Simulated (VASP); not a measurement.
# SrTiO3 (Pm-3m) in VASP: single point with HSE06

Aim: the single point of SrTiO3 with HSE06.

Everything below comes from runs of VASP 6.6.1. Logs are shortened: lines on timing, memory, paths and dates and some standing lists are left out, and cuts for length are marked.

## (1) The cell of the first run

The structure is cubic, space group Pm-3m (No. 221). The conventional cell has a = 3.936 Å, b = 3.936 Å, c = 3.936 Å, α = 90.00°, β = 90.00°, γ = 90.00°. Sr (site symmetry m-3m) has 12 O at 2.78 Å and 8 Ti at 3.41 Å within 3.7 Å. Ti (site symmetry m-3m) has 6 O at 1.97 Å within 2.6 Å. O (site symmetry 4/mmm) has 2 Ti at 1.97 Å within 2.6 Å.

## (2) Single point, HSE06

Input file POSCAR:

```
SrTiO3
1.0
    3.9364226295      0.0000000000      0.0000000000
    0.0000000000      3.9364226295      0.0000000000
    0.0000000000      0.0000000000      3.9364226295
Sr Ti O
1 1 3
Direct
    0.0000000000      0.0000000000      0.0000000000
    0.5000000000      0.5000000000      0.5000000000
    0.5000000000      0.5000000000      0.0000000000
    0.5000000000      0.0000000000      0.5000000000
    0.0000000000      0.5000000000      0.5000000000
```

Input file INCAR.step1:

```
PREC = Accurate
ENCUT = 520
EDIFF = 1E-5
ISMEAR = 0
SIGMA = 0.01
LREAL = F
LASPH = T
NELM = 120
ALGO = Normal
ISIF = 2
LWAVE = T
LCHARG = F
GGA = PE
NBANDS = 28
GGA_COMPAT = F
```

Input file INCAR.step2:

```
PREC = Accurate
ENCUT = 520
EDIFF = 1E-6
ISMEAR = 0
SIGMA = 0.01
LREAL = F
LASPH = T
NELM = 120
ALGO = Normal
ISIF = 2
LWAVE = F
LCHARG = F
GGA = PE
LHFCALC = T
HFSCREEN = 0.2079
PRECFOCK = Normal
ISTART = 1
NBANDS = 28
GGA_COMPAT = F
```

Input file KPOINTS:

```
Automatic mesh
0
Gamma
  4 4 4
```

Potentials or basis: VASP PAW PBE potentials, release 64 (Sr_sv, Ti_sv, O).

The run is started by

```bash
$ cat potpaw_PBE.64/Sr_sv/POTCAR potpaw_PBE.64/Ti_sv/POTCAR potpaw_PBE.64/O/POTCAR > POTCAR
$ cp INCAR.step1 INCAR
$ mpirun -np 1 vasp_std > vasp.out
$ cp INCAR.step2 INCAR
$ mpirun -np 1 vasp_std > vasp.out
```

OUTCAR:

```text
PREC = Accurate
   ENCUT = 520
   EDIFF = 1E-6
   ISMEAR = 0
   LREAL = F
   LASPH = T
   NELM = 120
   ISIF = 2
   GGA = PE
   LHFCALC = T
   HFSCREEN = 0.2079
   PRECFOCK = Normal
   ISTART = 1

 ion  position               nearest neighbor table
   1  0.000  0.000  0.000-   3 2.78   4 2.78   5 2.78   4 2.78   5 2.78   3 2.78   5 2.78   5 2.78
                             3 2.78   4 2.78   4 2.78   3 2.78   2 3.41   2 3.41   2 3.41   2 3.41
   2  0.500  0.500  0.500-   3 1.97   4 1.97   5 1.97   3 1.97   4 1.97   5 1.97   1 3.41   1 3.41
                             1 3.41   1 3.41   1 3.41   1 3.41   1 3.41   1 3.41
   3  0.500  0.500  0.000-   2 1.97   2 1.97   1 2.78   1 2.78   1 2.78   1 2.78
   4  0.500  0.000  0.500-   2 1.97   2 1.97   1 2.78   1 2.78   1 2.78   1 2.78
   5  0.000  0.500  0.500-   2 1.97   2 1.97   1 2.78   1 2.78   1 2.78   1 2.78

  LATTYP: Found a simple cubic cell.
 ALAT       =     3.9364226295

  Lattice vectors:

 A1 = (   3.9364226295,   0.0000000000,   0.0000000000)
 A2 = (   0.0000000000,   3.9364226295,   0.0000000000)
 A3 = (   0.0000000000,   0.0000000000,   3.9364226295)

Analysis of symmetry for initial positions (statically):
=====================================================================
 Subroutine PRICEL returns:
 Original cell was already a primitive cell.

 Routine SETGRP: Setting up the symmetry group for a
 simple cubic supercell.

 Subroutine GETGRP returns: Found 48 space group operations
 (whereof 48 operations were pure point group operations)
 out of a pool of 48 trial point group operations.

The static configuration has the point symmetry O_h .

Analysis of symmetry for dynamics (positions and initial velocities):
=====================================================================
 Subroutine PRICEL returns:
 Original cell was already a primitive cell.

 Routine SETGRP: Setting up the symmetry group for a
 simple cubic supercell.

 Subroutine GETGRP returns: Found 48 space group operations
 (whereof 48 operations were pure point group operations)
 out of a pool of 48 trial point group operations.

The dynamic configuration has the point symmetry O_h .

 Subroutine INISYM returns: Found 48 space group operations
 (whereof 48 operations are pure point group operations),
 and found     1 'primitive' translations

----------------------------------------------------------------------------------------

                                     Primitive cell

  volume of cell :      60.9965

  direct lattice vectors                    reciprocal lattice vectors
     3.936422629  0.000000000  0.000000000     0.254037763  0.000000000  0.000000000
     0.000000000  3.936422629  0.000000000     0.000000000  0.254037763  0.000000000
     0.000000000  0.000000000  3.936422629     0.000000000  0.000000000  0.254037763

  length of vectors
     3.936422629  3.936422629  3.936422629     0.254037763  0.254037763  0.254037763

  position of ions in fractional coordinates (direct lattice)
     0.000000000  0.000000000  0.000000000
     0.500000000  0.500000000  0.500000000
     0.500000000  0.500000000  0.000000000
     0.500000000  0.000000000  0.500000000
     0.000000000  0.500000000  0.500000000

  ion indices of the primitive-cell ions
   primitive index   ion index
                 1           1
                 2           2
                 3           3
                 4           4
                 5           5

----------------------------------------------------------------------------------------

 KPOINTS: Automatic mesh

Automatic generation of k-mesh.
 Grid dimensions read from file:
 generate k-points for:    4    4    4

 Generating k-lattice:

  Cartesian coordinates                     Fractional coordinates (reciprocal lattice)
     0.063509441  0.000000000  0.000000000     0.250000000  0.000000000  0.000000000
     0.000000000  0.063509441  0.000000000     0.000000000  0.250000000  0.000000000
     0.000000000  0.000000000  0.063509441     0.000000000  0.000000000  0.250000000

  Length of vectors
     0.063509441  0.063509441  0.063509441

  Shift w.r.t. Gamma in fractional coordinates (k-lattice)
     0.000000000  0.000000000  0.000000000

 Subroutine IBZKPT returns following result:
 ===========================================

 Found     10 irreducible k-points:

 Following reciprocal coordinates:
            Coordinates               Weight
  0.000000  0.000000  0.000000      1.000000
  0.250000  0.000000  0.000000      6.000000
  0.500000  0.000000  0.000000      3.000000
  0.250000  0.250000  0.000000     12.000000
  0.500000  0.250000  0.000000     12.000000
  0.500000  0.500000  0.000000      3.000000
  0.250000  0.250000  0.250000      8.000000
  0.500000  0.250000  0.250000     12.000000
  0.500000  0.500000  0.250000      6.000000
  0.500000  0.500000  0.500000      1.000000
   k-points           NKPTS =     10   k-points in BZ     NKDIM =     64   number of bands    NBANDS=     28
   number of dos      NEDOS =    301   number of ions     NIONS =      5
   total plane-waves  NPLWV =  27000
   dimension x,y,z NGX =    30 NGY =   30 NGZ =   30
   dimension x,y,z NGXF=    60 NGYF=   60 NGZF=   60
   ions per type =               1   1   3
   NGX,Y,Z   is equivalent  to a cutoff of  12.67, 12.67, 12.67 a.u.
   NGXF,Y,Z  is equivalent  to a cutoff of  25.34, 25.34, 25.34 a.u.
 SYSTEM =  unknown system
   PREC   = accura    normal or accurate (medium, high low for compatibility)
   ISTART =      1    job   : 0-new  1-cont  2-samecut
   ICHARG =      0    charge: 1-file 2-atom 10-const
   ISPIN  =      1    spin polarized calculation?
   LNONCOLLINEAR =      F non collinear calculations
   LSORBIT =      F    spin-orbit coupling
   LASPH  =      T    aspherical Exc in radial PAW
   ENCUT  =  520.0 eV  38.22 Ry    6.18 a.u.   7.32  7.32  7.32*2*pi/ulx,y,z
   NELM   =    120;   NELMIN=  2; NELMDL=  0     # of ELM steps
   EDIFF  = 0.1E-05   stopping-criterion for ELM
   LREAL  =      F    real-space projection
   EDIFFG = 0.1E-04   stopping-criterion for IOM
   NSW    =      0    number of steps for IOM
   IBRION =     -1    ionic relax: 0-MD 1-quasi-New 2-CG
   NFREE  =      0    steps in history (QN), initial steepest desc. (CG)
   ISIF   =      2    stress and relaxation
   ISYM   =      3    0-nonsym 1-usesym 2-fastsym
   POTIM  = 0.5000    time-step for ionic-motion
   TEBEG  =    0.0;   TEEND  =   0.0 temperature during run
   PSTRESS=    0.0 pullay stress
   NELECT =      40.0000    total number of electrons
   NUPDOWN=      -1.0000    fix difference up-down
   EMIN   =  10.00;   EMAX   =-10.00  energy-range for DOS
   EFERMI =   0.00;   METHOD = LEGACY
   ISMEAR =     0;   SIGMA  =   0.01  broadening in eV -4-tet -1-fermi 0-gaus
   EFERMI_NEDOS =   21; number of points for ismear=-14 and -15
   IALGO  =     38    algorithm
   IMIX   =      1    mixing-type and parameters
     AMIX     =   0.40;   BMIX     =  1.00
     AMIX_MAG =   1.60;   BMIX_MAG =  1.00
  volume/ion in A,a.u.               =      12.20        82.32
  Fermi-wavevector in a.u.,A,eV,Ry     =   1.422306  2.687769 27.523973  2.022955
  Thomas-Fermi vector in A             =   2.543024
   LORBIT       =      0    0 simple, 1 ext, 2 COOP (PROOUT), +10 PAW based schemes
   GGA     = PE    functional components
   LHFCALC =     T    Hartree Fock is set to
   PRECFOCK=normal    Normal, Fast or Accurate (Low or Medium for compatibility)
   ENCUT4O =  -1.0   cutoff for four orbital integrals eV
   NKREDX  =     1    reduce k-point grid by
   NKREDY  =     1    reduce k-point grid by
   NKREDZ  =     1    reduce k-point grid by
   AEXX    =    0.2500 exact exchange contribution
   HFSCREEN=    0.2079 screening length (either q_TF or 0.3 A-1)
   HFSCREENC=   0.2079 screening length for correlation (either q_TF or 0.3 A-1)
   ENCUTFOCK=  -1.0 apply spherical cutoff to Coloumb kernel
   IVDW    =     0    specifies the selected vdW correction
   LEPSILON=     F    determine dielectric tensor
   LRPA    =     F    only Hartree local field effects (RPA)
 non-spin polarized calculation
 Gauss-broadening in eV      SIGMA  =   0.01
  energy-cutoff  :      520.00
  volume of cell :       61.00
 maximum number of plane-waves:      1671
 NGX is ok and might be reduce to    30
  NGX = 24; NGY = 24; NGZ = 24

 number of electron      39.9999990 magnetization

 Free energy of the ion-electron system (eV)
  ---------------------------------------------------
  ext. energy  EPLUGINS =         0.00000000
  ---------------------------------------------------
  free energy    TOTEN  =       -48.58800384 eV

  energy without entropy =      -48.58800384  energy(sigma->0) =      -48.58800384

 E-fermi :   3.1280     XC(G=0):  -9.1544

 val. band max:        2.9563239103   @ k =   0.5000   0.5000   0.5000
 cond. band min:       6.1847762844   @ k =   0.0000   0.0000   0.0000
 fundamental gap:      3.2284523741
 Fermi energy:         3.1280040032

 k-point     1 :       0.0000    0.0000    0.0000
  band No.  band energies     occupation
      1     -58.0070      2.00000
      2     -32.5712      2.00000
      3     -32.5712      2.00000
      4     -32.5712      2.00000
      5     -31.8078      2.00000
      6     -16.0711      2.00000
[... 20 lines left out ...]
     27       9.9507      0.00000
     28      10.5663      0.00000

 k-point     2 :       0.2500    0.0000    0.0000
  band No.  band energies     occupation
      1     -58.0064      2.00000
      2     -32.6104      2.00000
      3     -32.5691      2.00000
      4     -32.5691      2.00000
      5     -31.7891      2.00000
      6     -16.0760      2.00000
[... 20 lines left out ...]
     27      10.9096      0.00000
     28      12.0001      0.00000

 k-point     3 :       0.5000    0.0000    0.0000
  band No.  band energies     occupation
      1     -58.0058      2.00000
      2     -32.6484      2.00000
      3     -32.5669      2.00000
      4     -32.5669      2.00000
      5     -31.7712      2.00000
      6     -16.1695      2.00000
[... 182 lines left out ...]
      3     -32.6293      2.00000
      4     -32.5948      2.00000
      5     -31.7574      2.00000
      6     -15.0547      2.00000
[... 20 lines left out ...]
     27      12.6577      0.00000
     28      12.9053      0.00000

 k-point    10 :       0.5000    0.5000    0.5000
  band No.  band energies     occupation
      1     -58.0033      2.00000
      2     -32.6269      2.00000
      3     -32.6269      2.00000
      4     -32.6269      2.00000
      5     -31.7485      2.00000
      6     -14.6873      2.00000
[... 20 lines left out ...]
     27      12.9058      0.00000
     28      12.9058      0.00000

------------------------ aborting loop because EDIFF is reached ----------------------------------------

  FORCE on cell =-STRESS in cart. coord.  units (eV):
  Direction    XX          YY          ZZ          XY          YZ          ZX
  --------------------------------------------------------------------------------------
  -------------------------------------------------------------------------------------
  Total       -1.9711903     -1.9711903     -1.9711903      0.0000000     -0.0000000      0.0000000
  in kB      -51.7766526    -51.7766526    -51.7766526      0.0000000     -0.0000000      0.0000000
  external PRESSURE =     -51.7766526 kB  Pullay stress =       0.0000000 kB

 VOLUME and BASIS-vectors are now :
 -----------------------------------------------------------------------------
  energy-cutoff  :      520.00
  volume of cell :       61.00
      direct lattice vectors                 reciprocal lattice vectors
     3.936422629  0.000000000  0.000000000     0.254037763  0.000000000  0.000000000
     0.000000000  3.936422629  0.000000000     0.000000000  0.254037763  0.000000000
     0.000000000  0.000000000  3.936422629     0.000000000  0.000000000  0.254037763

 POSITION                                       TOTAL-FORCE (eV/Angst)
 -----------------------------------------------------------------------------------
      0.00000      0.00000      0.00000         0.000000      0.000000      0.000000
      1.96821      1.96821      1.96821         0.000000      0.000000      0.000000
      1.96821      1.96821      0.00000         0.000000      0.000000      0.000000
      1.96821      0.00000      1.96821         0.000000      0.000000      0.000000
      0.00000      1.96821      1.96821         0.000000      0.000000      0.000000
 -----------------------------------------------------------------------------------
    total drift:                               -0.000002     -0.000004      0.000005

  FREE ENERGIE OF THE ION-ELECTRON SYSTEM (eV)
  ---------------------------------------------------
  free  energy   TOTEN  =       -48.5880038367 eV

  energy  without entropy=      -48.5880038367  energy(sigma->0) =      -48.58800384
```

It took 68 min on 1 thread of Intel Xeon 8259CL, shared host; peak memory 0.3 GiB.

Results:

```yaml
Free_energy: -48.5880 eV
Pressure: -5.2 GPa
Band_gap_on_the_k_mesh: 3.23 eV (least direct gap 3.62 eV)
```

Levels at points of the mesh, in eV from the valence-band top:
| k point | band 17 | band 18 | band 19 | band 20 | band 21 | band 22 | band 23 | band 24 |
| --- | --- | --- | --- | --- | --- | --- | --- | --- |
| (0.00, 0.00, 0.00) | -1.22 | -0.39 | -0.39 | -0.39 | 3.23 | 3.23 | 3.23 | 5.51 |
| (0.50, 0.00, 0.00) | -2.45 | -2.01 | -0.80 | -0.80 | 3.40 | 5.26 | 5.26 | 5.53 |
| (0.50, 0.50, 0.00) | -1.97 | -1.68 | -1.68 | -0.09 | 5.28 | 5.28 | 5.83 | 6.55 |
| (0.50, 0.50, 0.50) | -3.97 | 0.00 | 0.00 | 0.00 | 6.05 | 6.05 | 6.05 | 8.54 |

Caveat: the cell stands under tension; the PAW data sets were made with another functional, which shifts forces and pressure a little.
